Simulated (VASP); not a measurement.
# Si3N4 (P6_3/m) in VASP: a series of runs

The runs below take Si3N4 through single point, with r2SCAN.

Program: VASP 6.6.1. These are calculated values, not measurements. Logs are shortened: lines on timing, memory, paths and dates and some standing lists are left out, and cuts for length are marked.

## (1) The cell of the first run

It takes space group P6_3/m (No. 176, hexagonal). Conventional cell: a = 7.606 Å, b = 7.606 Å, c = 2.877 Å, α = 90.00°, β = 90.00°, γ = 120.00°. Within 2.3 Å of Si (site symmetry m) lie 4 N at 1.73 Å. N (site symmetry -6) has 3 Si at 1.73 Å within 2.3 Å. Within 2.3 Å of N (site symmetry m) lie 3 Si at 1.73 Å.

## (2) Single point, r2SCAN (uniaxial z strain -1.0%)

File POSCAR:

```
Si3N4
1.0
    7.6056640558      0.0000000000      0.0000000000
   -3.8028320279      6.5866982850      0.0000000000
    0.0000000000      0.0000000000      2.8765900017
Si N
6 8
Direct
    0.2311875006      0.8247136468      0.7500000000
    0.4064738538      0.2311875006      0.2500000000
    0.8247136468      0.5935261462      0.2500000000
    0.1752863532      0.4064738538      0.7500000000
    0.5935261462      0.7688124994      0.7500000000
    0.7688124994      0.1752863532      0.2500000000
    0.3333333333      0.6666666667      0.7500000000
    0.6666666667      0.3333333333      0.2500000000
    0.9698141596      0.6697726020      0.7500000000
    0.3000415576      0.9698141596      0.2500000000
    0.6697726020      0.6999584424      0.2500000000
    0.3302273980      0.3000415576      0.7500000000
    0.0301858404      0.3302273980      0.2500000000
    0.6999584424      0.0301858404      0.7500000000
```

File INCAR.step1:

```
SYSTEM = Si3N4
ALGO     = Normal         ! electronic algorithm
EDIFF    = 1E-4           ! SCF threshold, eV
ENCUT    = 520            ! plane-wave cutoff, eV
GGA      = PE             ! functional
ISMEAR   = 0              ! smearing method
LASPH    = .TRUE.         ! aspherical terms in the spheres
LCHARG   = .FALSE.        ! write CHGCAR
LREAL    = .FALSE.        ! projectors in reciprocal space
LWAVE    = .TRUE.         ! write WAVECAR
NBANDS   = 45             ! bands
NELM     = 60             ! most SCF steps
PREC     = Accurate       ! precision mode
SIGMA    = 0.01           ! smearing width, eV
```

File INCAR.step2:

```
SYSTEM = Si3N4
ALGO     = Normal         ! electronic algorithm
EDIFF    = 1E-6           ! SCF threshold, eV
ENCUT    = 520            ! plane-wave cutoff, eV
ISIF     = 2              ! what is computed and relaxed
ISMEAR   = 0              ! smearing method
ISTART   = 1            
LASPH    = .TRUE.         ! aspherical terms in the spheres
LCHARG   = .FALSE.        ! write CHGCAR
LMIXTAU  = .TRUE.       
LREAL    = .FALSE.        ! projectors in reciprocal space
LWAVE    = .FALSE.        ! write WAVECAR
METAGGA  = R2SCAN         ! meta-GGA
NBANDS   = 45             ! bands
NELM     = 60             ! most SCF steps
PREC     = Accurate       ! precision mode
SIGMA    = 0.01           ! smearing width, eV
```

File KPOINTS:

```
k-points
0
G
  6 6 8
  0 0 0
```

Potentials or basis: VASP PAW PBE potentials, release 64 (Si, N).

The run is started by

```sh
> cat potpaw_PBE.64/Si/POTCAR potpaw_PBE.64/N/POTCAR > POTCAR
> cp INCAR.step1 INCAR
> mpirun -np 1 vasp_std > vasp.out
> cp INCAR.step2 INCAR
> mpirun -np 1 vasp_std > vasp.out
```

OUTCAR:

```text
SYSTEM = Si3N4
   EDIFF = 1E-6
   ENCUT = 520
   ISIF = 2
   ISMEAR = 0
   ISTART = 1
   LASPH = .TRUE.
   LREAL = .FALSE.
   METAGGA = R2SCAN
   NELM = 60
   PREC = Accurate

 ion  position               nearest neighbor table
   1  0.231  0.825  0.750-   7 1.73  10 1.73  10 1.73   9 1.73   5 2.99   4 2.99   3 3.05   3 3.05
                             2 3.05   2 3.05
   2  0.406  0.231  0.250-   8 1.73  12 1.73  12 1.73  10 1.73   6 2.99   3 2.99   4 3.05   4 3.05
                             1 3.05   1 3.05
   3  0.825  0.594  0.250-   8 1.73   9 1.73   9 1.73  11 1.73   2 2.99   6 2.99   5 3.05   5 3.05
                             1 3.05   1 3.05
   4  0.175  0.406  0.750-   7 1.73  13 1.73  13 1.73  12 1.73   5 2.99   1 2.99   2 3.05   2 3.05
                             6 3.05   6 3.05
   5  0.594  0.769  0.750-   7 1.73  11 1.73  11 1.73  14 1.73   1 2.99   4 2.99   3 3.05   3 3.05
                             6 3.05   6 3.05
   6  0.769  0.175  0.250-   8 1.73  14 1.73  14 1.73  13 1.73   2 2.99   3 2.99   4 3.05   4 3.05
                             5 3.05   5 3.05
   7  0.333  0.667  0.750-   1 1.73   4 1.73   5 1.73
   8  0.667  0.333  0.250-   6 1.73   3 1.73   2 1.73
   9  0.970  0.670  0.750-   3 1.73   3 1.73   1 1.73
  10  0.300  0.970  0.250-   1 1.73   1 1.73   2 1.73
  11  0.670  0.700  0.250-   5 1.73   5 1.73   3 1.73
  12  0.330  0.300  0.750-   2 1.73   2 1.73   4 1.73
  13  0.030  0.330  0.250-   4 1.73   4 1.73   6 1.73
  14  0.700  0.030  0.750-   6 1.73   6 1.73   5 1.73

  LATTYP: Found a hexagonal cell.
 ALAT       =     7.6056640558
 C/A-ratio  =     0.3782168106

  Lattice vectors:

 A1 = (   7.6056640558,   0.0000000000,   0.0000000000)
 A2 = (  -3.8028320279,   6.5866982850,   0.0000000000)
 A3 = (   0.0000000000,   0.0000000000,   2.8765900017)

Analysis of symmetry for initial positions (statically):
=====================================================================
 Subroutine PRICEL returns:
 Original cell was already a primitive cell.

 Routine SETGRP: Setting up the symmetry group for a
 hexagonal supercell.

 Subroutine GETGRP returns: Found 12 space group operations
 (whereof  6 operations were pure point group operations)
 out of a pool of 24 trial point group operations.

The static configuration has the point symmetry S_6 .
 The point group associated with its full space group is C_6h.

Analysis of symmetry for dynamics (positions and initial velocities):
=====================================================================
 Subroutine PRICEL returns:
 Original cell was already a primitive cell.

 Routine SETGRP: Setting up the symmetry group for a
 hexagonal supercell.

 Subroutine GETGRP returns: Found 12 space group operations
 (whereof  6 operations were pure point group operations)
 out of a pool of 24 trial point group operations.

The dynamic configuration has the point symmetry S_6 .
 The point group associated with its full space group is C_6h.

 Subroutine INISYM returns: Found 12 space group operations
 (whereof  6 operations are pure point group operations),
 and found     1 'primitive' translations

----------------------------------------------------------------------------------------

                                     Primitive cell

  volume of cell :     144.1063

  direct lattice vectors                    reciprocal lattice vectors
     7.605664056  0.000000000  0.000000000     0.131480958  0.075910567  0.000000000
    -3.802832028  6.586698285  0.000000000     0.000000000  0.151821134  0.000000000
     0.000000000  0.000000000  2.876590002     0.000000000  0.000000000  0.347633830

  length of vectors
     7.605664056  7.605664056  2.876590002     0.151821134  0.151821134  0.347633830

  position of ions in fractional coordinates (direct lattice)
     0.231187501  0.824713647  0.750000000
     0.406473854  0.231187501  0.250000000
     0.824713647  0.593526146  0.250000000
     0.175286353  0.406473854  0.750000000
     0.593526146  0.768812499  0.750000000
     0.768812499  0.175286353  0.250000000
     0.333333333  0.666666667  0.750000000
     0.666666667  0.333333333  0.250000000
     0.969814160  0.669772602  0.750000000
     0.300041558  0.969814160  0.250000000
     0.669772602  0.699958442  0.250000000
     0.330227398  0.300041558  0.750000000
     0.030185840  0.330227398  0.250000000
     0.699958442  0.030185840  0.750000000

  ion indices of the primitive-cell ions
   primitive index   ion index
                 1           1
                 2           2
                 3           3
                 4           4
                 5           5
                 6           6
                 7           7
                 8           8
                 9           9
                10          10
                11          11
                12          12
                13          13
                14          14

----------------------------------------------------------------------------------------

 KPOINTS: k-points

Automatic generation of k-mesh.
 Grid dimensions read from file:
 generate k-points for:    6    6    8

 Generating k-lattice:

  Cartesian coordinates                     Fractional coordinates (reciprocal lattice)
     0.021913493  0.012651761  0.000000000     0.166666667  0.000000000  0.000000000
     0.000000000  0.025303522  0.000000000     0.000000000  0.166666667  0.000000000
     0.000000000  0.000000000  0.043454229     0.000000000  0.000000000  0.125000000

  Length of vectors
     0.025303522  0.025303522  0.043454229

  Shift w.r.t. Gamma in fractional coordinates (k-lattice)
     0.000000000  0.000000000  0.000000000

 Subroutine IBZKPT returns following result:
 ===========================================

 Found     40 irreducible k-points:

 Following reciprocal coordinates:
            Coordinates               Weight
  0.000000  0.000000  0.000000      1.000000
  0.166667  0.000000  0.000000      6.000000
  0.333333  0.000000  0.000000      6.000000
  0.500000  0.000000  0.000000      3.000000
  0.166667  0.166667  0.000000      6.000000
  0.333333  0.166667  0.000000      6.000000
[... 16 lines left out ...]
 -0.333333  0.500000 -0.250000     12.000000
  0.333333  0.333333  0.250000      4.000000
 [... further k-points ...]
   k-points           NKPTS =     40   k-points in BZ     NKDIM =     40   number of bands    NBANDS=     45
   number of dos      NEDOS =    301   number of ions     NIONS =     14
   total plane-waves  NPLWV =  86400
   dimension x,y,z NGX =    60 NGY =   60 NGZ =   24
   dimension x,y,z NGXF=   120 NGYF=  120 NGZF=   48
   ions per type =               6   8
   NGX,Y,Z   is equivalent  to a cutoff of  13.11, 13.11, 13.87 a.u.
   NGXF,Y,Z  is equivalent  to a cutoff of  26.23, 26.23, 27.74 a.u.
 SYSTEM =  Si3N4
   PREC   = accura    normal or accurate (medium, high low for compatibility)
   ISTART =      1    job   : 0-new  1-cont  2-samecut
   ICHARG =      0    charge: 1-file 2-atom 10-const
   ISPIN  =      1    spin polarized calculation?
   LNONCOLLINEAR =      F non collinear calculations
   LSORBIT =      F    spin-orbit coupling
   LASPH  =      T    aspherical Exc in radial PAW
   ENCUT  =  520.0 eV  38.22 Ry    6.18 a.u.  14.14 14.14  5.35*2*pi/ulx,y,z
   NELM   =     60;   NELMIN=  2; NELMDL=  0     # of ELM steps
   EDIFF  = 0.1E-05   stopping-criterion for ELM
   LREAL  =      F    real-space projection
   EDIFFG = 0.1E-04   stopping-criterion for IOM
   NSW    =      0    number of steps for IOM
   IBRION =     -1    ionic relax: 0-MD 1-quasi-New 2-CG
   NFREE  =      0    steps in history (QN), initial steepest desc. (CG)
   ISIF   =      2    stress and relaxation
   ISYM   =      2    0-nonsym 1-usesym 2-fastsym
   POTIM  = 0.5000    time-step for ionic-motion
   TEBEG  =    0.0;   TEEND  =   0.0 temperature during run
   PSTRESS=    0.0 pullay stress
   NELECT =      64.0000    total number of electrons
   NUPDOWN=      -1.0000    fix difference up-down
   EMIN   =  10.00;   EMAX   =-10.00  energy-range for DOS
   EFERMI =   0.00;   METHOD = LEGACY
   ISMEAR =     0;   SIGMA  =   0.01  broadening in eV -4-tet -1-fermi 0-gaus
   EFERMI_NEDOS =   21; number of points for ismear=-14 and -15
   IALGO  =     38    algorithm
   IMIX   =      4    mixing-type and parameters
     AMIX     =   0.40;   BMIX     =  1.00
     AMIX_MAG =   1.60;   BMIX_MAG =  1.00
  volume/ion in A,a.u.               =      10.29        69.46
  Fermi-wavevector in a.u.,A,eV,Ry     =   1.249033  2.360330 21.226219  1.560083
  Thomas-Fermi vector in A             =   2.383092
   LORBIT       =      0    0 simple, 1 ext, 2 COOP (PROOUT), +10 PAW based schemes
   METAGGA = R2SCAN    functional components
   LHFCALC =     F    Hartree Fock is set to
   AEXX    =    0.0000 exact exchange contribution
   IVDW    =     0    specifies the selected vdW correction
   LEPSILON=     F    determine dielectric tensor
   LRPA    =     F    only Hartree local field effects (RPA)
 non-spin polarized calculation
 Gauss-broadening in eV      SIGMA  =   0.01
  energy-cutoff  :      520.00
  volume of cell :      144.11
 maximum number of plane-waves:      3910
 NGX is ok and might be reduce to    60
   NGX = 29   NGY = 29   NGZ = 11

 number of electron      63.9999993 magnetization

 Free energy of the ion-electron system (eV)
  ---------------------------------------------------
  ext. energy  EPLUGINS =         0.00000000
  ---------------------------------------------------
  free energy    TOTEN  =      -144.13857522 eV

  energy without entropy =     -144.13857522  energy(sigma->0) =     -144.13857522

 E-fermi :   6.7416     XC(G=0): -11.4156

 val. band max:        6.6150420983   @ k =   0.0000   0.0000   0.1250
 cond. band min:      11.8248957788   @ k =   0.0000   0.0000   0.0000
 fundamental gap:      5.2098536806
 Fermi energy:         6.7416119804

 k-point     1 :       0.0000    0.0000    0.0000
  band No.  band energies     occupation
      1     -12.5639      2.00000
      2     -11.0885      2.00000
      3     -11.0885      2.00000
      4     -10.4154      2.00000
      5     -10.3032      2.00000
      6     -10.3032      2.00000
[... 36 lines left out ...]
     43      16.0480      0.00000
     44      17.1008      0.00000
[... 1040 lines left out ...]
      4      -9.7373      2.00000
      5      -9.7373      2.00000
      6      -9.0111      2.00000
[... 36 lines left out ...]
     43      15.8775      0.00000
     44      15.8775      0.00000

 [... further k-points ...]

 [bands above 44 left out]

------------------------ aborting loop because EDIFF is reached ----------------------------------------

  FORCE on cell =-STRESS in cart. coord.  units (eV):
  Direction    XX          YY          ZZ          XY          YZ          ZX
  --------------------------------------------------------------------------------------
  -------------------------------------------------------------------------------------
  Total        0.9006752      0.9006752      5.1280629      0.0000008      0.0000000      0.0000000
  in kB       10.0137308     10.0137308     57.0139398      0.0000089      0.0000000      0.0000000
  external PRESSURE =      25.6804671 kB  Pullay stress =       0.0000000 kB

 VOLUME and BASIS-vectors are now :
 -----------------------------------------------------------------------------
  energy-cutoff  :      520.00
  volume of cell :      144.11
      direct lattice vectors                 reciprocal lattice vectors
     7.605664056  0.000000000  0.000000000     0.131480958  0.075910567  0.000000000
    -3.802832028  6.586698285  0.000000000     0.000000000  0.151821134  0.000000000
     0.000000000  0.000000000  2.876590002     0.000000000  0.000000000  0.347633830

 POSITION                                       TOTAL-FORCE (eV/Angst)
 -----------------------------------------------------------------------------------
     -1.37791      5.43214      2.15744        -0.002693      0.000387     -0.000000
      2.21234      1.52276      0.71915        -0.001681     -0.002139      0.000000
      4.01541      3.90938      0.71915        -0.001011      0.002525      0.000000
     -0.21258      2.67732      2.15744         0.001011     -0.002525     -0.000000
      1.59050      5.06394      2.15744         0.001681      0.002139     -0.000000
      5.18075      1.15456      0.71915         0.002693     -0.000387     -0.000000
     -0.00000      4.39113      2.15744         0.000000     -0.000000      0.000000
      3.80283      2.19557      0.71915         0.000000      0.000000      0.000000
      4.82905      4.41159      2.15744         0.000822      0.001368      0.000000
     -1.40603      6.38787      0.71915        -0.000774      0.001396      0.000000
      2.43224      4.61042      0.71915         0.001595     -0.000028     -0.000000
      1.37059      1.97628      2.15744        -0.001595      0.000028     -0.000000
     -1.02622      2.17511      0.71915        -0.000822     -0.001368     -0.000000
      5.20886      0.19883      2.15744         0.000774     -0.001396     -0.000000
 -----------------------------------------------------------------------------------
    total drift:                                0.000000      0.000000      0.000000

  FREE ENERGIE OF THE ION-ELECTRON SYSTEM (eV)
  ---------------------------------------------------
  free  energy   TOTEN  =      -144.1385752213 eV

  energy  without entropy=     -144.1385752213  energy(sigma->0) =     -144.13857522
```

It took 21 min on 1 thread of Oxide Virtual Turin-like, shared host; peak memory 0.38 GiB.

What came out:

```
Free energy            : -144.1386 eV
Pressure               : 2.6 GPa
Band gap on the k mesh : 5.21 eV (least direct gap 5.34 eV)
```

Forces in eV/Å, atoms in the order of the input:
```
Si  -0.003  0.000  0.000
Si  -0.002 -0.002  0.000
Si  -0.001  0.003  0.000
Si   0.001 -0.003  0.000
Si   0.002  0.002  0.000
Si   0.003  0.000  0.000
N    0.000  0.000  0.000
N    0.000  0.000  0.000
N    0.001  0.001  0.000
N   -0.001  0.001  0.000
N    0.002  0.000  0.000
N   -0.002  0.000  0.000
N   -0.001 -0.001  0.000
N    0.001 -0.001  0.000
```

Caveat: the cell differs from its parent crystal (uniaxial z strain -1.0%); the PAW data sets were made with another functional, which shifts forces and pressure a little.

## (3) Single point, r2SCAN (uniaxial z strain +1.0%)

File POSCAR:

```
Si3N4
1.0
    7.6056640558      0.0000000000      0.0000000000
   -3.8028320279      6.5866982850      0.0000000000
    0.0000000000      0.0000000000      2.9347029311
Si N
6 8
Direct
    0.2300182212      0.8244029490      0.7500000000
    0.4056152722      0.2300182212      0.2500000000
    0.8244029490      0.5943847278      0.2500000000
    0.1755970510      0.4056152722      0.7500000000
    0.5943847278      0.7699817788      0.7500000000
    0.7699817788      0.1755970510      0.2500000000
    0.3333333333      0.6666666667      0.7500000000
    0.6666666667      0.3333333333      0.2500000000
    0.9676806465      0.6696079116      0.7500000000
    0.2980727350      0.9676806465      0.2500000000
    0.6696079116      0.7019272650      0.2500000000
    0.3303920884      0.2980727350      0.7500000000
    0.0323193535      0.3303920884      0.2500000000
    0.7019272650      0.0323193535      0.7500000000
```

File INCAR.step1:

```
PREC = Accurate
ENCUT = 520
ISMEAR = 0
SIGMA = 0.01
LREAL = False
LASPH = True
NELM = 60
NBANDS = 45
GGA = PE
ALGO = Normal
EDIFF = 1E-4
LWAVE = True
LCHARG = False
```

File INCAR.step2:

```
PREC = Accurate
ENCUT = 520
EDIFF = 1E-6
ISMEAR = 0
SIGMA = 0.01
LREAL = False
LASPH = True
NELM = 60
ALGO = Normal
ISIF = 2
LWAVE = False
LCHARG = False
METAGGA = R2SCAN
LMIXTAU = True
NBANDS = 45
ISTART = 1
```

File KPOINTS:

```
regular mesh
0
Gamma
  6 6 8
```

Potentials or basis: VASP PAW PBE potentials, release 64 (Si, N).

The run is started by

```sh
> cat potpaw_PBE.64/Si/POTCAR potpaw_PBE.64/N/POTCAR > POTCAR
> cp INCAR.step1 INCAR
> mpirun -np 1 vasp_std > vasp.out
> cp INCAR.step2 INCAR
> mpirun -np 1 vasp_std > vasp.out
```

Run time: 18 min. Hardware: 1 thread of Oxide Virtual Turin-like, shared host; peak memory 0.38 GiB.

It converged, with:

* Free energy: -144.1406 eV
* Pressure: -2.7 GPa
* Band gap on the k mesh: 4.79 eV (least direct gap 5.05 eV)

Stress tensor (GPa, compression positive):
```
-1.24  0.00  0.00
 0.00 -1.24  0.00
 0.00  0.00 -5.76
```

Levels at points of the mesh, in eV from the valence-band top:
```csv
k point,band 29,band 30,band 31,band 32,band 33,band 34,band 35,band 36
"(0.00, 0.00, 0.00)",-1.27,-0.51,-0.39,-0.25,4.79,5.16,5.39,5.39
"(0.50, 0.00, 0.00)",-1.33,-0.78,-0.38,-0.31,5.13,5.20,5.36,5.81
"(0.00, 0.00, 0.50)",-1.66,-1.66,-1.32,-1.32,5.37,5.37,5.37,5.37
"(0.50, 0.00, 0.50)",-1.53,-1.53,-1.04,-1.04,5.48,5.48,6.49,6.49
```

Caveat: the cell differs from its parent crystal (uniaxial z strain +1.0%); the PAW data sets were made with another functional, which shifts forces and pressure a little. A k mesh can miss the band edges.
